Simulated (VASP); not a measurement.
Wanted: the native input for a VASP 6.6.1 run.

| Item | Value |
| --- | --- |
| Task | single point |
| Functional | pbesol exchange, pbe correlation |
| Potentials or basis | VASP PAW PBE potentials, release 64 (Ti_sv) |
| Cutoff | 500 eV |
| k mesh | 11 × 11 × 11 |
| Occupations | tetrahedron |
| Spin | collinear spin |
| Starting moments | [1.0] μB |
| Fixed moment | 1 μB |
| Dipole correction | no |
| Further INCAR settings | ALGO = Normal; EDIFF = 1e-06; NBANDS = 16 |

The structure of Ti lies in POSCAR:

```
Ti
1.0
   -1.6360570000      1.7124050000      1.6713320000
    1.6529560000     -1.6609740000      1.6368000000
    1.5751550000      1.6000720000     -1.6199000000
Ti
1
Direct
    0.0000000000      0.0000000000      0.0000000000
```

This cell differs from its parent crystal: the cell strained at random.

The input as run:

INCAR

```
  ALGO = Normal
  EDIFF = 1E-6
  ENCUT = 500
  GGA = LIBXC
  GGA_COMPAT = False
  ISIF = 2
  ISMEAR = -5
  ISPIN = 2
  LASPH = True
  LCHARG = False
  LIBXC1 = GGA_X_PBE_SOL
  LIBXC2 = GGA_C_PBE
  LMAXMIX = 4
  LORBIT = 11
  LREAL = False
  LWAVE = False
  MAGMOM = 1
  NBANDS = 16
  NELM = 200
  NUPDOWN = 1.0
  PREC = Accurate
  SIGMA = 0.05
```

KPOINTS

```
k-points
0
Gamma
  11 11 11
```

Potentials or basis: VASP PAW PBE potentials, release 64 (Ti_sv).

Command:

```console
$ cat potpaw_PBE.64/Ti_sv/POTCAR > POTCAR
$ mpirun -np 1 vasp_std > vasp.out
```

It gave:

| Item | Value |
| --- | --- |
| Pressure | -4.8 GPa |
| Net moment | 1.00 μB per cell |
| Site moments | Ti +0.70 μB |
| Valence electrons inside the program's atomic spheres | Ti 10.23 |

Caveat: the cell differs from its parent crystal (the cell strained at random); the cell stands under tension; the PAW data sets were made with another functional, which shifts forces and pressure a little; the total moment is fixed, so each spin has its own Fermi level.

It took 2.8 min on 1 thread of Intel(R) Xeon(R) Platinum 8488C (Sapphire Rapids) (shared host), peak memory 0.36 GiB.
